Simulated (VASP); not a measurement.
# TaN (P6_3mc) in VASP: a series of runs

The runs below take TaN through electric field gradients, with LDA.

Everything below comes from runs of VASP 6.6.1. Logs are shortened: lines on timing, memory, paths and dates and some standing lists are left out, and cuts for length are marked.

### 1 The cell of the first run

It takes space group P6_3mc (No. 186, hexagonal). The conventional cell has a = 3.009 Å, b = 3.009 Å, c = 4.873 Å, α = 90.00°, β = 90.00°, γ = 120.00°. Within 2.4 Å of Ta (site symmetry 3m) lie 4 N at 1.83 to 1.88 Å. N (site symmetry 3m) has 4 Ta at 1.83 to 1.88 Å within 2.4 Å.

### 2 Electric field gradients, LDA (volume scaled by 0.96)

File INCAR:

```
  ALGO = Normal
  EDIFF = 1E-8
  ENCUT = 520
  ISIF = 2
  ISMEAR = -1
  LASPH = True
  LCHARG = False
  LEFG = True
  LREAL = False
  LWAVE = False
  NBANDS = 24
  NELM = 100
  PREC = Accurate
  SIGMA = 0.03
```

File KPOINTS:

```
k-points
0
Gamma
  9 9 5
```

File POSCAR:

```
TaN
1.0
    3.0087798064      0.0000000000      0.0000000000
   -1.5043899033      2.6056797468      0.0000000000
    0.0000000000      0.0000000000      4.8732350589
Ta N
2 2
Direct
    0.3333333333      0.6666666667      0.0000000000
    0.6666666667      0.3333333333      0.5000000000
    0.3333333333      0.6666666667      0.3850000000
    0.6666666667      0.3333333333      0.8850000000
```

Potentials or basis: VASP PAW LDA potentials, release 64 (Ta_pv, N).

Launch:

```sh
$ cat potpaw_LDA.64/Ta_pv/POTCAR potpaw_LDA.64/N/POTCAR > POTCAR
$ mpirun -np 1 vasp_std > vasp.out
```

OUTCAR:

```text
EDIFF = 1E-8
   ENCUT = 520
   ISIF = 2
   ISMEAR = -1
   LASPH = True
   LREAL = False
   NELM = 100
   PREC = Accurate

 ion  position               nearest neighbor table
   1  0.333  0.667  0.000-   4 1.83   4 1.83   4 1.83   3 1.88   2 2.99   2 2.99   2 2.99   2 2.99
                             2 2.99   2 2.99
   2  0.667  0.333  0.500-   3 1.83   3 1.83   3 1.83   4 1.88   1 2.99   1 2.99   1 2.99   1 2.99
                             1 2.99   1 2.99
   3  0.333  0.667  0.385-   2 1.83   2 1.83   2 1.83   1 1.88
   4  0.667  0.333  0.885-   1 1.83   1 1.83   1 1.83   2 1.88

  LATTYP: Found a hexagonal cell.
 ALAT       =     3.0087798064
 C/A-ratio  =     1.6196715521

  Lattice vectors:

 A1 = (   3.0087798064,   0.0000000000,   0.0000000000)
 A2 = (  -1.5043899033,   2.6056797468,   0.0000000000)
 A3 = (   0.0000000000,   0.0000000000,   4.8732350589)

Analysis of symmetry for initial positions (statically):
=====================================================================
 Subroutine PRICEL returns:
 Original cell was already a primitive cell.

 Routine SETGRP: Setting up the symmetry group for a
 hexagonal supercell.

 Subroutine GETGRP returns: Found 12 space group operations
 (whereof  6 operations were pure point group operations)
 out of a pool of 24 trial point group operations.

The static configuration has the point symmetry C_3v.
 The point group associated with its full space group is C_6v.

Analysis of symmetry for dynamics (positions and initial velocities):
=====================================================================
 Subroutine PRICEL returns:
 Original cell was already a primitive cell.

 Routine SETGRP: Setting up the symmetry group for a
 hexagonal supercell.

 Subroutine GETGRP returns: Found 12 space group operations
 (whereof  6 operations were pure point group operations)
 out of a pool of 24 trial point group operations.

The dynamic configuration has the point symmetry C_3v.
 The point group associated with its full space group is C_6v.

 Subroutine INISYM returns: Found 12 space group operations
 (whereof  6 operations are pure point group operations),
 and found     1 'primitive' translations

----------------------------------------------------------------------------------------

                                     Primitive cell

  volume of cell :      38.2058

  direct lattice vectors                    reciprocal lattice vectors
     3.008779806  0.000000000  0.000000000     0.332360646  0.191888508  0.000000000
    -1.504389903  2.605679747  0.000000000     0.000000000  0.383777017  0.000000000
     0.000000000  0.000000000  4.873235059     0.000000000  0.000000000  0.205202496

  length of vectors
     3.008779806  3.008779807  4.873235059     0.383777017  0.383777017  0.205202496

  position of ions in fractional coordinates (direct lattice)
     0.333333333  0.666666667  0.000000000
     0.666666667  0.333333333  0.500000000
     0.333333333  0.666666667  0.385000000
     0.666666667  0.333333333  0.885000000

  ion indices of the primitive-cell ions
   primitive index   ion index
                 1           1
                 2           2
                 3           3
                 4           4

----------------------------------------------------------------------------------------

 KPOINTS: k-points

Automatic generation of k-mesh.
 Grid dimensions read from file:
 generate k-points for:    9    9    5

 Generating k-lattice:

  Cartesian coordinates                     Fractional coordinates (reciprocal lattice)
     0.036928961  0.021320945  0.000000000     0.111111111  0.000000000  0.000000000
     0.000000000  0.042641891  0.000000000     0.000000000  0.111111111  0.000000000
     0.000000000  0.000000000  0.041040499     0.000000000  0.000000000  0.200000000

  Length of vectors
     0.042641891  0.042641891  0.041040499

  Shift w.r.t. Gamma in fractional coordinates (k-lattice)
     0.000000000  0.000000000  0.000000000

 Subroutine IBZKPT returns following result:
 ===========================================

 Found     36 irreducible k-points:

 Following reciprocal coordinates:
            Coordinates               Weight
  0.000000  0.000000  0.000000      1.000000
  0.111111  0.000000  0.000000      6.000000
  0.222222  0.000000  0.000000      6.000000
  0.333333  0.000000  0.000000      6.000000
  0.444444  0.000000  0.000000      6.000000
  0.111111  0.111111  0.000000      6.000000
[... 16 lines left out ...]
  0.333333  0.222222  0.200000     24.000000
  0.333333  0.333333  0.200000      4.000000
 [... further k-points ...]
   k-points           NKPTS =     36   k-points in BZ     NKDIM =     36   number of bands    NBANDS=     24
   number of dos      NEDOS =    301   number of ions     NIONS =      4
   total plane-waves  NPLWV =  20736
   dimension x,y,z NGX =    24 NGY =   24 NGZ =   36
   dimension x,y,z NGXF=    48 NGYF=   48 NGZF=   72
   ions per type =               2   2
   NGX,Y,Z   is equivalent  to a cutoff of  13.26, 13.26, 12.28 a.u.
   NGXF,Y,Z  is equivalent  to a cutoff of  26.52, 26.52, 24.56 a.u.
 SYSTEM =  unknown system
   PREC   = accura    normal or accurate (medium, high low for compatibility)
   ISTART =      0    job   : 0-new  1-cont  2-samecut
   ICHARG =      2    charge: 1-file 2-atom 10-const
   ISPIN  =      1    spin polarized calculation?
   LNONCOLLINEAR =      F non collinear calculations
   LSORBIT =      F    spin-orbit coupling
   LASPH  =      T    aspherical Exc in radial PAW
   ENCUT  =  520.0 eV  38.22 Ry    6.18 a.u.   5.59  5.59  9.06*2*pi/ulx,y,z
   NELM   =    100;   NELMIN=  2; NELMDL= -5     # of ELM steps
   EDIFF  = 0.1E-07   stopping-criterion for ELM
   LREAL  =      F    real-space projection
   EDIFFG = 0.1E-06   stopping-criterion for IOM
   NSW    =      0    number of steps for IOM
   IBRION =     -1    ionic relax: 0-MD 1-quasi-New 2-CG
   NFREE  =      0    steps in history (QN), initial steepest desc. (CG)
   ISIF   =      2    stress and relaxation
   ISYM   =      2    0-nonsym 1-usesym 2-fastsym
   POTIM  = 0.5000    time-step for ionic-motion
   TEBEG  =    0.0;   TEEND  =   0.0 temperature during run
   PSTRESS=    0.0 pullay stress
   NELECT =      32.0000    total number of electrons
   NUPDOWN=      -1.0000    fix difference up-down
   EMIN   =  10.00;   EMAX   =-10.00  energy-range for DOS
   EFERMI =   0.00;   METHOD = LEGACY
   ISMEAR =    -1;   SIGMA  =   0.03  broadening in eV -4-tet -1-fermi 0-gaus
   EFERMI_NEDOS =   21; number of points for ismear=-14 and -15
   IALGO  =     38    algorithm
   IMIX   =      4    mixing-type and parameters
     AMIX     =   0.40;   BMIX     =  1.00
     AMIX_MAG =   1.60;   BMIX_MAG =  1.00
  volume/ion in A,a.u.               =       9.55        64.46
  Fermi-wavevector in a.u.,A,eV,Ry     =   1.543175  2.916178 32.400772  2.381390
  Thomas-Fermi vector in A             =   2.648875
   LORBIT       =      0    0 simple, 1 ext, 2 COOP (PROOUT), +10 PAW based schemes
   GGA     = CA    functional components
   LHFCALC =     F    Hartree Fock is set to
   AEXX    =    0.0000 exact exchange contribution
   IVDW    =     0    specifies the selected vdW correction
   LEPSILON=     F    determine dielectric tensor
   LRPA    =     F    only Hartree local field effects (RPA)
 non-spin polarized calculation
  energy-cutoff  :      520.00
  volume of cell :       38.21
 maximum number of plane-waves:      1046
 NGX is ok and might be reduce to    24
   NGX = 11   NGY = 11   NGZ = 19

 number of electron      31.9999996 magnetization

 Free energy of the ion-electron system (eV)
  ---------------------------------------------------
  ext. energy  EPLUGINS =         0.00000000
  ---------------------------------------------------
  free energy    TOTEN  =       -41.63478180 eV

  energy without entropy =      -41.62698652  energy(sigma->0) =      -41.63088416

 E-fermi :  10.1171     XC(G=0): -13.9917

 val. band max:       10.1116772921   @ k =   0.1111   0.0000   0.4000
 cond. band min:      10.1278655123   @ k =   0.2222   0.0000   0.0000
 fundamental gap:      0.0161882202
 Fermi energy:        10.1171302135

 k-point     1 :       0.0000    0.0000    0.0000
  band No.  band energies     occupation
      1     -25.9353      2.00000
      2     -24.6568      2.00000
      3     -24.6568      2.00000
      4     -24.4312      2.00000
      5     -24.4312      2.00000
      6     -24.3476      2.00000
[... 637 lines left out ...]
     23      18.2379      0.00000
     24      18.2379      0.00000

 [... further k-points ...]
[... 5 lines left out ...]
  --------------------------------------------------------------------------------------
  -------------------------------------------------------------------------------------
  Total       39.0140287     39.0140287     31.6704529     -0.0000000      0.0000000      0.0000000
  in kB     1636.0726290   1636.0726291   1328.1161354     -0.0000001      0.0000000      0.0000000
  external PRESSURE =    1533.4204645 kB  Pullay stress =       0.0000000 kB

 VOLUME and BASIS-vectors are now :
 -----------------------------------------------------------------------------
  energy-cutoff  :      520.00
  volume of cell :       38.21
      direct lattice vectors                 reciprocal lattice vectors
     3.008779806  0.000000000  0.000000000     0.332360646  0.191888508  0.000000000
    -1.504389903  2.605679747  0.000000000     0.000000000  0.383777017  0.000000000
     0.000000000  0.000000000  4.873235059     0.000000000  0.000000000  0.205202496

 POSITION                                       TOTAL-FORCE (eV/Angst)
 -----------------------------------------------------------------------------------
     -0.00000      1.73712      0.00000         0.000000     -0.000000      2.350325
      1.50439      0.86856      2.43662         0.000000      0.000000      2.350325
     -0.00000      1.73712      1.87620         0.000000      0.000000     -2.350325
      1.50439      0.86856      4.31281        -0.000000     -0.000000     -2.350325
 -----------------------------------------------------------------------------------
    total drift:                               -0.000000      0.000000      0.000046

  FREE ENERGIE OF THE ION-ELECTRON SYSTEM (eV)
  ---------------------------------------------------
  free  energy   TOTEN  =       -41.6347817972 eV

  energy  without entropy=      -41.6269865162  energy(sigma->0) =      -41.63088416

 Electric field gradients (V/A^2)
---------------------------------------------------------------------
 ion       V_xx      V_yy      V_zz      V_xy      V_xz      V_yz
---------------------------------------------------------------------
   1     -64.944   -64.944   129.888    -0.000     0.000    -0.000
   2     -64.944   -64.944   129.888    -0.000    -0.000     0.000
   3      -5.561    -5.561    11.123    -0.000     0.000    -0.000
   4      -5.561    -5.561    11.123    -0.000    -0.000     0.000
---------------------------------------------------------------------

 Electric field gradients after diagonalization (V/A^2)
 (convention: |V_zz| > |V_xx| > |V_yy|)
----------------------------------------------------------------------
 ion       V_xx      V_yy      V_zz     asymmetry (V_yy - V_xx)/ V_zz
----------------------------------------------------------------------
   1     -64.944   -64.944   129.888       0.000
   2     -64.944   -64.944   129.888       0.000
   3      -5.561    -5.561    11.123       0.000
   4      -5.561    -5.561    11.123       0.000
----------------------------------------------------------------------

           NMR quadrupolar parameters

 Cq : quadrupolar parameter    Cq=e*Q*V_zz/h
 eta: asymmetry parameters     (V_yy - V_xx)/ V_zz
 Q  : nuclear electric quadrupole moment in mb (millibarn)
----------------------------------------------------------------------
 ion       Cq(MHz)       eta       Q (mb)
----------------------------------------------------------------------
   1       0.314       0.000       1.000
   2       0.314       0.000       1.000
   3       0.027       0.000       1.000
   4       0.027       0.000       1.000
----------------------------------------------------------------------
```

Wall time 26 s (1 thread of Intel Xeon Platinum 8488C (Sapphire Rapids), shared host); peak memory 0.15 GiB.

What came out:

| Item | Value |
| --- | --- |
| Free energy | -41.6348 eV |
| Pressure | 153.3 GPa |
| Largest force | 2.350 eV/Å |
| Band gap on the k mesh | zero (band 16 reaches 10.65 eV, above the bottom of band 17 at 8.37 eV) |

Forces on the atoms (eV/Å):
```
Ta   0.000  0.000  2.350
Ta   0.000  0.000  2.350
N    0.000  0.000 -2.350
N    0.000  0.000 -2.350
```

Electric field gradients, principal values (V/Å²):
```
atom    least   middle  greatest (by size)
1 Ta  -64.944  -64.944             129.888
2 Ta  -64.944  -64.944             129.888
 3 N   -5.561   -5.561              11.123
 4 N   -5.561   -5.561              11.123
```

Caveat: without QUAD_EFG the Cq values of the log hold for a quadrupole moment of 1 mb, not for the nuclei; spin-orbit coupling is left out, which moves the levels of the heavy elements; forces of over 1 eV/Å act on the atoms, so gaps and moduli don't describe the material at rest.

### 3 Electric field gradients, LDA (zz strain of -2 %)

File INCAR:

```
PREC     = Accurate       # precision mode
ENCUT    = 520            # plane-wave cutoff, eV
EDIFF    = 1E-8           # SCF threshold, eV
ISMEAR   = -1             # smearing method
SIGMA    = 0.03           # smearing width, eV
LREAL    = False          # projectors in reciprocal space
LASPH    = True           # aspherical terms in the spheres
NELM     = 80             # most SCF steps
ALGO     = Normal         # electronic algorithm
ISIF     = 2              # what is computed and relaxed
LWAVE    = False          # write WAVECAR
LCHARG   = False          # write CHGCAR
GGA      = CA             # functional
LEFG     = True         
NBANDS   = 24             # bands
```

File KPOINTS:

```
regular mesh
0
Gamma
  9 9 5
```

File POSCAR:

```
TaN
1.0
    3.0500010905      0.0000000000      0.0000000000
   -1.5250005453      2.6413784260      0.0000000000
    0.0000000000      0.0000000000      4.8412000000
Ta N
2 2
Direct
    0.3333333333      0.6666666667      0.0000000000
    0.6666666667      0.3333333333      0.5000000000
    0.3333333333      0.6666666667      0.3850000000
    0.6666666667      0.3333333333      0.8850000000
```

Potentials or basis: VASP PAW LDA potentials, release 64 (Ta_pv, N).

Launch:

```sh
$ cat potpaw_LDA.64/Ta_pv/POTCAR potpaw_LDA.64/N/POTCAR > POTCAR
$ mpirun -np 1 vasp_std > vasp.out
```

OUTCAR:

```text
PREC = Accurate
   ENCUT = 520
   EDIFF = 1E-8
   ISMEAR = -1
   LREAL = False
   LASPH = True
   NELM = 80
   ISIF = 2
   GGA = CA

 ion  position               nearest neighbor table
   1  0.333  0.667  0.000-   4 1.85   4 1.85   4 1.85   3 1.86   2 2.99   2 2.99   2 2.99   2 2.99
                             2 2.99   2 2.99
   2  0.667  0.333  0.500-   3 1.85   3 1.85   3 1.85   4 1.86   1 2.99   1 2.99   1 2.99   1 2.99
                             1 2.99   1 2.99
   3  0.333  0.667  0.385-   2 1.85   2 1.85   2 1.85   1 1.86
   4  0.667  0.333  0.885-   1 1.85   1 1.85   1 1.85   2 1.86

  LATTYP: Found a hexagonal cell.
 ALAT       =     3.0500010905
 C/A-ratio  =     1.5872781210

[... 880 lines left out ...]
---------------------------------------------------------------------
   1     -49.982   -49.983    99.965    -0.000     0.000    -0.000
   2     -49.982   -49.983    99.965    -0.000    -0.000     0.000
   3      -5.090    -5.090    10.180     0.000     0.000    -0.000
   4      -5.090    -5.090    10.180     0.000    -0.000     0.000
---------------------------------------------------------------------

 Electric field gradients after diagonalization (V/A^2)
 (convention: |V_zz| > |V_xx| > |V_yy|)
----------------------------------------------------------------------
 ion       V_xx      V_yy      V_zz     asymmetry (V_yy - V_xx)/ V_zz
----------------------------------------------------------------------
   1     -49.983   -49.982    99.965       0.000
   2     -49.983   -49.982    99.965       0.000
   3      -5.090    -5.089    10.180       0.000
   4      -5.090    -5.089    10.180       0.000
----------------------------------------------------------------------

           NMR quadrupolar parameters

 Cq : quadrupolar parameter    Cq=e*Q*V_zz/h
 eta: asymmetry parameters     (V_yy - V_xx)/ V_zz
 Q  : nuclear electric quadrupole moment in mb (millibarn)
----------------------------------------------------------------------
 ion       Cq(MHz)       eta       Q (mb)
----------------------------------------------------------------------
   1       0.242       0.000       1.000
   2       0.242       0.000       1.000
   3       0.025       0.000       1.000
   4       0.025       0.000       1.000
----------------------------------------------------------------------
```

OSZICAR:

```text
N       E                     dE             d eps       ncg     rms          rms(c)
DAV:   1     0.282868745846E+03    0.28287E+03   -0.17814E+04  1728   0.144E+03
DAV:   2    -0.364813169774E+02   -0.31935E+03   -0.30394E+03  2072   0.418E+02
DAV:   3    -0.497783868712E+02   -0.13297E+02   -0.13151E+02  2144   0.846E+01
DAV:   4    -0.498834440766E+02   -0.10506E+00   -0.10502E+00  1936   0.789E+00
DAV:   5    -0.498845404742E+02   -0.10964E-02   -0.10963E-02  2184   0.720E-01    0.614E+01
DAV:   6    -0.426315064141E+02    0.72530E+01   -0.24577E+01  1760   0.384E+01    0.263E+01
DAV:   7    -0.424848283610E+02    0.14668E+00   -0.88782E-01  2016   0.733E+00    0.138E+01
DAV:   8    -0.424331521772E+02    0.51676E-01   -0.49587E-02  1960   0.168E+00    0.111E+00
DAV:   9    -0.424302906522E+02    0.28615E-02   -0.77589E-03  1992   0.642E-01    0.179E-01
DAV:  10    -0.424303204721E+02   -0.29820E-04   -0.31031E-04  2024   0.134E-01    0.425E-02
DAV:  11    -0.424302995625E+02    0.20910E-04   -0.69479E-05  2016   0.605E-02    0.106E-02
DAV:  12    -0.424302994215E+02    0.14104E-06   -0.35430E-06  1968   0.162E-02    0.637E-03
DAV:  13    -0.424302993870E+02    0.34479E-07   -0.13360E-07  2080   0.281E-03    0.296E-03
DAV:  14    -0.424302993709E+02    0.16080E-07   -0.46183E-08  1832   0.157E-03    0.421E-04
DAV:  15    -0.424302993716E+02   -0.65666E-09   -0.27019E-09  1064   0.428E-04
   1 F= -.42430299E+02 E0= -.42426267E+02  d E =-.806447E-02
```

Wall time 27 s (1 thread of Intel Xeon Platinum 8488C (Sapphire Rapids), shared host); peak memory 0.15 GiB.

Results:

```
Free energy            : -42.4303 eV
Pressure               : 136.0 GPa
Largest force          : 1.190 eV/Å
Band gap on the k mesh : zero (band 16 reaches 10.37 eV, above the bottom of band 17 at 8.20 eV)
```

Forces in eV/Å, atoms in the order of the input:
```
Ta   0.000  0.000  1.190
Ta   0.000  0.000  1.190
N    0.000  0.000 -1.190
N    0.000  0.000 -1.190
```

Stress tensor (GPa, compression positive):
```
141.52   0.00   0.00
  0.00 141.52   0.00
  0.00   0.00 124.93
```

Electric field gradients, principal values (V/Å²):
| atom | least | middle | greatest (by size) |
| --- | --- | --- | --- |
| 1 Ta | -49.982 | -49.983 | 99.965 |
| 2 Ta | -49.982 | -49.983 | 99.965 |
| 3 N | -5.089 | -5.090 | 10.180 |
| 4 N | -5.089 | -5.090 | 10.180 |

Caveat: the cell differs from its parent crystal (zz strain of -2 %); without QUAD_EFG the Cq values of the log hold for a quadrupole moment of 1 mb, not for the nuclei; spin-orbit coupling is left out, which moves the levels of the heavy elements; forces of over 1 eV/Å act on the atoms, so gaps and moduli don't describe the material at rest.
